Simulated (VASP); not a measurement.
S, 3 atoms in the cell. Symmetry: P6/mmm, No. 191, hexagonal system. The conventional cell has a = 6.656 Å, b = 6.656 Å, c = 2.098 Å, α = 90.00°, β = 90.00°, γ = 120.00°. S (site symmetry 6/mmm) has 2 S at 2.10 Å within 2.8 Å. S (site symmetry -6m2) has 2 S at 2.10 Å within 2.8 Å. This isn't the form of S at room conditions, which is orthorhombic, of S8 rings.

- Program: VASP 6.6.1
- Task: relaxation of shape and atoms at fixed volume
- Functional: PBE
- Potentials or basis: VASP PAW PBE potentials, release 64 (S)
- Cutoff: 600 eV
- k mesh: 8 × 8 × 11
- Occupations: fermi-dirac, width 0.1 eV
- Spin: no spin polarisation
- Dipole correction: no
- Further INCAR settings: ALGO = Normal; EDIFF = 1e-07; IBRION = 2; EDIFFG = -0.005; NSW = 50; ISIF = 4

Potentials or basis: VASP PAW PBE potentials, release 64 (S).

The run is started by

```console
$ cat potpaw_PBE.64/S/POTCAR > POTCAR
$ mpirun -np 1 vasp_std > vasp.out
```

Hardware: 1 thread of Intel(R) Xeon(R) 6975P-C (Granite Rapids), with other jobs on the host.

**Question.** How long does it take, and how much memory?

**Answer.** It took 96 s on 1 thread of Intel(R) Xeon(R) 6975P-C (Granite Rapids), with other jobs on the host, peak memory 0.24 GiB. Counts: scf iterations 35, k points 60, ion steps 3.
